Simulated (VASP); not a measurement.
# Mo16S in VASP: single point with PBE

Aim: the single point of Mo16S with PBE.

All numbers are computed with VASP 6.6.1; they aren't measurements. Logs are shortened: lines on timing, memory, paths and dates and some standing lists are left out, and cuts for length are marked.

## (1) The cell of the first run

The cell holds a slab with vacuum, 17 atoms: a = 6.321 Å, b = 6.321 Å, c = 20.088 Å, α = 90.00°, β = 90.00°, γ = 90.00°.

## (2) Single point, PBE

File INCAR:

```
SYSTEM = Mo16S
ALGO = Normal
DIPOL = 0.5 0.5 0.329
EDIFF = 1E-6
ENCUT = 520
GGA = PE
IDIPOL = 3
ISIF = 2
ISMEAR = 0
LASPH = .TRUE.
LCHARG = .FALSE.
LDIPOL = .TRUE.
LREAL = Auto
LWAVE = .FALSE.
NBANDS = 129
NELM = 100
PREC = Accurate
SIGMA = 0.1
```

File KPOINTS:

```
k-points
0
G
  4 4 1
  0 0 0
```

File POSCAR:

```
Mo16S
1.0
    6.3209357480      0.0000000000      0.0000000000
    0.0000000000      6.3209357480      0.0000000000
    0.0000000000      0.0000000000     20.0883894757
Mo S
16 1
Direct
    0.2500000000      0.2500000000      0.1991199944
    0.2500000000      0.7500000000      0.1991199944
    0.7500000000      0.2500000000      0.1991199944
    0.7500000000      0.7500000000      0.1991199944
    0.0000000000      0.0000000000      0.2777840375
    0.0000000000      0.5000000000      0.2777840375
    0.5000000000      0.0000000000      0.2777840375
    0.5000000000      0.5000000000      0.2777840375
    0.2500000000      0.2500000000      0.3589730511
    0.2500000000      0.7500000000      0.3589730511
    0.7500000000      0.2500000000      0.3589730511
    0.7500000000      0.7500000000      0.3589730511
    0.0000000000      0.0000000000      0.4275300161
    0.0000000000      0.5000000000      0.4275300161
    0.5000000000      0.0000000000      0.4275300161
    0.5000000000      0.5000000000      0.4275300161
    0.0625000000      0.0625000000      0.5329338454
```

Potentials or basis: VASP PAW PBE potentials, release 64 (Mo_sv, S).

On the command line:

```
cat potpaw_PBE.64/Mo_sv/POTCAR potpaw_PBE.64/S/POTCAR > POTCAR
mpirun -np 1 vasp_std > vasp.out
```

OUTCAR:

```text
SYSTEM = Mo16S
   EDIFF = 1E-6
   ENCUT = 520
   GGA = PE
   ISIF = 2
   ISMEAR = 0
   LASPH = .TRUE.
   LREAL = Auto
   NELM = 100
   PREC = Accurate

 ion  position               nearest neighbor table
   1  0.250  0.250  0.199-   5 2.74   6 2.74   7 2.74   8 2.74   2 3.16   3 3.16   2 3.16   3 3.16
                             9 3.21
   2  0.250  0.750  0.199-   5 2.74   6 2.74   7 2.74   8 2.74   1 3.16   4 3.16   1 3.16   4 3.16
                            10 3.21
   3  0.750  0.250  0.199-   5 2.74   6 2.74   7 2.74   8 2.74   1 3.16   4 3.16   4 3.16   1 3.16
                            11 3.21
   4  0.750  0.750  0.199-   5 2.74   6 2.74   7 2.74   8 2.74   2 3.16   3 3.16   3 3.16   2 3.16
                            12 3.21
   5  0.000  0.000  0.278-   1 2.74   2 2.74   3 2.74   4 2.74   9 2.77  10 2.77  11 2.77  12 2.77
                            13 3.01   7 3.16   6 3.16   6 3.16   7 3.16
   6  0.000  0.500  0.278-   1 2.74   2 2.74   3 2.74   4 2.74   9 2.77  10 2.77  11 2.77  12 2.77
                            14 3.01   8 3.16   5 3.16   5 3.16   8 3.16
   7  0.500  0.000  0.278-   1 2.74   2 2.74   3 2.74   4 2.74   9 2.77  10 2.77  11 2.77  12 2.77
                            15 3.01   8 3.16   5 3.16   8 3.16   5 3.16
   8  0.500  0.500  0.278-   1 2.74   2 2.74   3 2.74   4 2.74   9 2.77  10 2.77  11 2.77  12 2.77
                            16 3.01   7 3.16   6 3.16   7 3.16   6 3.16
   9  0.250  0.250  0.359-  13 2.63  14 2.63  15 2.63  16 2.63   5 2.77   6 2.77   7 2.77   8 2.77
                            10 3.16  11 3.16  10 3.16  11 3.16   1 3.21
  10  0.250  0.750  0.359-  13 2.63  14 2.63  15 2.63  16 2.63   5 2.77   6 2.77   7 2.77   8 2.77
                             9 3.16  12 3.16   9 3.16  12 3.16   2 3.21
  11  0.750  0.250  0.359-  13 2.63  14 2.63  15 2.63  16 2.63   5 2.77   6 2.77   7 2.77   8 2.77
                             9 3.16  12 3.16  12 3.16   9 3.16   3 3.21
  12  0.750  0.750  0.359-  13 2.63  14 2.63  15 2.63  16 2.63   5 2.77   6 2.77   7 2.77   8 2.77
                            10 3.16  11 3.16  11 3.16  10 3.16   4 3.21
  13  0.000  0.000  0.428-  17 2.19  10 2.63  11 2.63  12 2.63   9 2.63   5 3.01  15 3.16  14 3.16
                            14 3.16  15 3.16
  14  0.000  0.500  0.428-   9 2.63  10 2.63  11 2.63  12 2.63   6 3.01  13 3.16  16 3.16  13 3.16
                            16 3.16
  15  0.500  0.000  0.428-   9 2.63  10 2.63  11 2.63  12 2.63   7 3.01  13 3.16  16 3.16  16 3.16
                            13 3.16
  16  0.500  0.500  0.428-   9 2.63  10 2.63  11 2.63  12 2.63   8 3.01  14 3.16  15 3.16  15 3.16
                            14 3.16
  17  0.062  0.062  0.533-  13 2.19

  LATTYP: Found a simple tetragonal cell.
 ALAT       =     6.3209357480
 C/A-ratio  =     3.1780720888

  Lattice vectors:

 A1 = (   6.3209357480,   0.0000000000,   0.0000000000)
 A2 = (   0.0000000000,   6.3209357480,   0.0000000000)
 A3 = (   0.0000000000,   0.0000000000,  20.0883894757)

Analysis of symmetry for initial positions (statically):
=====================================================================
 Subroutine PRICEL returns:
 Original cell was already a primitive cell.

 Routine SETGRP: Setting up the symmetry group for a
 simple tetragonal supercell.

 Subroutine GETGRP returns: Found  2 space group operations
 (whereof  2 operations were pure point group operations)
 out of a pool of 16 trial point group operations.

The static configuration has the point symmetry C_1h.

Analysis of symmetry for dynamics (positions and initial velocities):
=====================================================================
 Subroutine PRICEL returns:
 Original cell was already a primitive cell.

 Routine SETGRP: Setting up the symmetry group for a
 simple tetragonal supercell.

 Subroutine GETGRP returns: Found  2 space group operations
 (whereof  2 operations were pure point group operations)
 out of a pool of 16 trial point group operations.

The dynamic configuration has the point symmetry C_1h.

 Subroutine INISYM returns: Found  2 space group operations
 (whereof  2 operations are pure point group operations),
 and found     1 'primitive' translations

----------------------------------------------------------------------------------------

                                     Primitive cell

  volume of cell :     802.6161

  direct lattice vectors                    reciprocal lattice vectors
     6.320935748  0.000000000  0.000000000     0.158204424  0.000000000  0.000000000
     0.000000000  6.320935748  0.000000000     0.000000000  0.158204424  0.000000000
     0.000000000  0.000000000 20.088389476     0.000000000  0.000000000  0.049779999

  length of vectors
     6.320935748  6.320935748 20.088389476     0.158204424  0.158204424  0.049779999

  position of ions in fractional coordinates (direct lattice)
     0.250000000  0.250000000  0.199119994
     0.250000000  0.750000000  0.199119994
     0.750000000  0.250000000  0.199119994
     0.750000000  0.750000000  0.199119994
     0.000000000  0.000000000  0.277784037
     0.000000000  0.500000000  0.277784037
[... 9 lines left out ...]
     0.500000000  0.500000000  0.427530016
     0.062500000  0.062500000  0.532933845

  ion indices of the primitive-cell ions
   primitive index   ion index
                 1           1
                 2           2
                 3           3
                 4           4
                 5           5
                 6           6
[... 9 lines left out ...]
                16          16
                17          17

----------------------------------------------------------------------------------------

 KPOINTS: k-points

Automatic generation of k-mesh.
 Grid dimensions read from file:
 generate k-points for:    4    4    1

 Generating k-lattice:

  Cartesian coordinates                     Fractional coordinates (reciprocal lattice)
     0.039551106  0.000000000  0.000000000     0.250000000  0.000000000  0.000000000
     0.000000000  0.039551106  0.000000000     0.000000000  0.250000000  0.000000000
     0.000000000  0.000000000  0.049779999     0.000000000  0.000000000  1.000000000

  Length of vectors
     0.039551106  0.039551106  0.049779999

  Shift w.r.t. Gamma in fractional coordinates (k-lattice)
     0.000000000  0.000000000  0.000000000

 Subroutine IBZKPT returns following result:
 ===========================================

 Found      7 irreducible k-points:

 Following reciprocal coordinates:
            Coordinates               Weight
  0.000000  0.000000  0.000000      1.000000
  0.250000  0.000000  0.000000      4.000000
  0.500000  0.000000  0.000000      2.000000
  0.250000  0.250000  0.000000      2.000000
 -0.250000  0.250000  0.000000      2.000000
  0.500000  0.250000  0.000000      4.000000
  0.500000  0.500000  0.000000      1.000000
   k-points           NKPTS =      7   k-points in BZ     NKDIM =      7   number of bands    NBANDS=    129
   number of dos      NEDOS =    301   number of ions     NIONS =     17
   total plane-waves  NPLWV = 345600
   dimension x,y,z NGX =    48 NGY =   48 NGZ =  150
   dimension x,y,z NGXF=    96 NGYF=   96 NGZF=  300
   ions per type =              16   1
   NGX,Y,Z   is equivalent  to a cutoff of  12.62, 12.62, 12.41 a.u.
   NGXF,Y,Z  is equivalent  to a cutoff of  25.25, 25.25, 24.83 a.u.
 SYSTEM =  Mo16S
   PREC   = accura    normal or accurate (medium, high low for compatibility)
   ISTART =      0    job   : 0-new  1-cont  2-samecut
   ICHARG =      2    charge: 1-file 2-atom 10-const
   ISPIN  =      1    spin polarized calculation?
   LNONCOLLINEAR =      F non collinear calculations
   LSORBIT =      F    spin-orbit coupling
   LASPH  =      T    aspherical Exc in radial PAW
   ENCUT  =  520.0 eV  38.22 Ry    6.18 a.u.  11.75 11.75 37.35*2*pi/ulx,y,z
   NELM   =    100;   NELMIN=  2; NELMDL= -5     # of ELM steps
   EDIFF  = 0.1E-05   stopping-criterion for ELM
   LREAL  =      T    real-space projection
   EDIFFG = 0.1E-04   stopping-criterion for IOM
   NSW    =      0    number of steps for IOM
   IBRION =     -1    ionic relax: 0-MD 1-quasi-New 2-CG
   NFREE  =      0    steps in history (QN), initial steepest desc. (CG)
   ISIF   =      2    stress and relaxation
   ISYM   =      2    0-nonsym 1-usesym 2-fastsym
   POTIM  = 0.5000    time-step for ionic-motion
   TEBEG  =    0.0;   TEEND  =   0.0 temperature during run
   PSTRESS=    0.0 pullay stress
   NELECT =     230.0000    total number of electrons
   NUPDOWN=      -1.0000    fix difference up-down
   EMIN   =  10.00;   EMAX   =-10.00  energy-range for DOS
   EFERMI =   0.00;   METHOD = LEGACY
   ISMEAR =     0;   SIGMA  =   0.10  broadening in eV -4-tet -1-fermi 0-gaus
   EFERMI_NEDOS =   21; number of points for ismear=-14 and -15
   IALGO  =     38    algorithm
   IMIX   =      4    mixing-type and parameters
     AMIX     =   0.40;   BMIX     =  1.00
     AMIX_MAG =   1.60;   BMIX_MAG =  1.00
  volume/ion in A,a.u.               =      47.21       318.61
  Fermi-wavevector in a.u.,A,eV,Ry     =   1.079315  2.039609 15.849706  1.164921
  Thomas-Fermi vector in A             =   2.215277
   LORBIT       =      0    0 simple, 1 ext, 2 COOP (PROOUT), +10 PAW based schemes
   GGA     = PE    functional components
   LHFCALC =     F    Hartree Fock is set to
   AEXX    =    0.0000 exact exchange contribution
   IVDW    =     0    specifies the selected vdW correction
   LEPSILON=     F    determine dielectric tensor
   LRPA    =     F    only Hartree local field effects (RPA)
 non-spin polarized calculation
 Gauss-broadening in eV      SIGMA  =   0.10
  energy-cutoff  :      520.00
  volume of cell :      802.62
 maximum number of plane-waves:     21671
   NGX = 23   NGY = 23   NGZ = 75

 dipolmoment           0.000000      0.000000     -0.105862 electrons x Angstroem

 number of electron     230.0000021 magnetization

 dipolmoment           0.000000      0.000000      0.221456 electrons x Angstroem

 Free energy of the ion-electron system (eV)
  ---------------------------------------------------
  ext. energy  EPLUGINS =         0.00000000
  ---------------------------------------------------
  free energy    TOTEN  =      -164.11395430 eV

  energy without entropy =     -164.02221848  energy(sigma->0) =     -164.06808639

 E-fermi :   1.2112     XC(G=0):  -5.5498

 val. band max:        1.2088135475   @ k =   0.2500   0.0000   0.0000
 cond. band min:       1.2393602292   @ k =  -0.2500   0.2500   0.0000
 fundamental gap:      0.0305466817
 Fermi energy:         1.2112350072

 k-point     1 :       0.0000    0.0000    0.0000
  band No.  band energies     occupation
      1     -59.7190      2.00000
      2     -59.5653      2.00000
      3     -59.5547      2.00000
      4     -59.5482      2.00000
      5     -59.5304      2.00000
      6     -59.5195      2.00000
[... 119 lines left out ...]
    126       2.6457      0.00000
    127       2.8073      0.00000

 k-point     2 :       0.2500    0.0000    0.0000
  band No.  band energies     occupation
      1     -59.7022      2.00000
      2     -59.5962      2.00000
      3     -59.5576      2.00000
      4     -59.5458      2.00000
      5     -59.5291      2.00000
      6     -59.5210      2.00000
[... 769 lines left out ...]
    126       2.4585      0.00000
    127       2.5133      0.00000
 [bands above 127 left out]

------------------------ aborting loop because EDIFF is reached ----------------------------------------

 vacuum level on the upper side and lower side of the slab       (xc-potential included)         0.389        -0.591

  FORCE on cell =-STRESS in cart. coord.  units (eV):
  Direction    XX          YY          ZZ          XY          YZ          ZX
  --------------------------------------------------------------------------------------
  -------------------------------------------------------------------------------------
  Total      -20.1160663    -20.1160663     -7.2135688      0.2956545      0.6804340      0.6804331
  in kB      -40.1555676    -40.1555676    -14.3996816      0.5901838      1.3582781      1.3582764
  external PRESSURE =     -31.5702723 kB  Pullay stress =       0.0000000 kB

 VOLUME and BASIS-vectors are now :
 -----------------------------------------------------------------------------
  energy-cutoff  :      520.00
  volume of cell :      802.62
      direct lattice vectors                 reciprocal lattice vectors
     6.320935748  0.000000000  0.000000000     0.158204424  0.000000000  0.000000000
     0.000000000  6.320935748  0.000000000     0.000000000  0.158204424  0.000000000
     0.000000000  0.000000000 20.088389476     0.000000000  0.000000000  0.049779999

 POSITION                                       TOTAL-FORCE (eV/Angst)
 -----------------------------------------------------------------------------------
      1.58023      1.58023      4.00000         0.042221      0.042221      1.813960
      1.58023      4.74070      4.00000         0.043620     -0.037835      1.784891
      4.74070      1.58023      4.00000        -0.037835      0.043620      1.784891
      4.74070      4.74070      4.00000        -0.057622     -0.057622      1.746897
      0.00000      0.00000      5.58023         0.015609      0.015609     -2.097730
      0.00000      3.16047      5.58023        -0.017409      0.017947     -1.736181
[... 9 lines left out ...]
      3.16047      3.16047      8.58839        -0.060522     -0.060522      0.123720
      0.39506      0.39506     10.70578         0.298603      0.298603     -0.000021
 -----------------------------------------------------------------------------------
    total drift:                                0.000039      0.000039     -0.002022

  FREE ENERGIE OF THE ION-ELECTRON SYSTEM (eV)
  ---------------------------------------------------
  free  energy   TOTEN  =      -164.1139543033 eV

  energy  without entropy=     -164.0222184753  energy(sigma->0) =     -164.06808639

 vacuum level on the upper side and lower side of the slab         5.967         4.945
```

Wall time 24 min (1 thread of AMD EPYC 9R45 (Zen 5), shared host); peak memory 0.92 GiB.

What came out:

```
Free energy            : -164.1140 eV
Largest force          : 2.136 eV/Å
Band gap on the k mesh : zero (bands 115 and 116 overlap by 0.38 eV)
```

Forces on the atoms (eV/Å):
```
Mo   0.042  0.042  1.814
Mo   0.044 -0.038  1.785
Mo  -0.038  0.044  1.785
Mo  -0.058 -0.058  1.747
Mo   0.016  0.016 -2.098
Mo  -0.017  0.018 -1.736
Mo   0.018 -0.017 -1.736
Mo   0.050  0.050 -2.135
Mo   0.368  0.368 -0.606
Mo   0.456 -0.380 -0.400
Mo  -0.380  0.456 -0.400
Mo  -0.590 -0.590 -0.358
Mo  -0.253 -0.253  1.702
Mo   0.058  0.047  0.256
Mo   0.047  0.058  0.256
Mo  -0.061 -0.061  0.124
S    0.299  0.299  0.000
```

Levels at points of the mesh, in eV from the Fermi level:
```
           k point  band 113  band 114  band 115  band 116  band 117  band 118  band 119  band 120
(0.00, 0.00, 0.00)     -0.02      0.23      0.27      0.50      0.52      0.66      0.92      0.96
(0.50, 0.00, 0.00)     -0.24     -0.18     -0.15     -0.09     -0.09      0.29      0.70      0.74
(0.50, 0.50, 0.00)     -0.25     -0.23     -0.11     -0.11     -0.08     -0.08      0.07      0.08
```
